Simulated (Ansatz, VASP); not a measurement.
## One calculation of Cr, two programs

File INCAR:

```
SYSTEM = Cr
PREC = Accurate ; ENCUT = 520
EDIFF = 1E-7 ; ISMEAR = 1
SIGMA = 0.1 ; LREAL = .FALSE.
LASPH = .TRUE. ; NELM = 60
ALGO = Normal ; ISIF = 2
LWAVE = .FALSE. ; LCHARG = .FALSE.
GGA = PE ; NBANDS = 12
```

File KPOINTS:

```
Automatic mesh
0
G
  15 15 15
  0 0 0
```

File POSCAR:

```
Cr
1.0
   -1.4243177237      1.4243177237      1.4243177237
    1.4243177237     -1.4243177237      1.4243177237
    1.4243177237      1.4243177237     -1.4243177237
Cr
1
Direct
    0.0000000000      0.0000000000      0.0000000000
```

Input for Ansatz:

```yaml
crystal:
  lattice:
    - [-1.4243177237, 1.4243177237, 1.4243177237]
    - [1.4243177237, -1.4243177237, 1.4243177237]
    - [1.4243177237, 1.4243177237, -1.4243177237]
  atoms:
    - { symbol: Cr, position: [0.0, 0.0, 0.0] }
hamiltonian:
  xc: pbe
  pseudopotentials:
    kind: paw
    azcp:
      Cr: "pseudopotentials/Cr.paw.azcp"
basis:
  ecutwfc: 420
  fft_grid_basis: typed
kpoints:
  mp_grid: { grid: [15, 15, 15], shift: [0, 0, 0] }
magnetization:
  spin_polarized: false
scf:
  occupations: { method: cold, width: 0.1 }
  lower_state_search: "off"
output:
  stress: true
  write_density: true
  write_potential: true
  elf: true
  volumetric_format: npy
```

Alike in both runs: task single point; functional PBE; k mesh 15 × 15 × 15; no spin polarisation.

```csv
,VASP,Ansatz
version,VASP 6.6.1,Ansatz 0.2.0
potentials or method,"VASP PAW PBE potentials, release 64 (Cr_pv), cutoff 520 eV","plane waves (420 eV) with PAW, scalar-relativistic"
occupations,"methfessel-paxton of order 1, width 0.1 eV","cold, width 0.1 eV"
valence electrons in the cell,12,14
```

|  | VASP | Ansatz | Ansatz less VASP |
| --- | --- | --- | --- |
| pressure (GPa) | -0.8 | -0.3 | +0.57 |

VASP's potentials hold 12 valence electrons a cell and Ansatz's 14, so a difference there can come from the potentials and not from the codes.
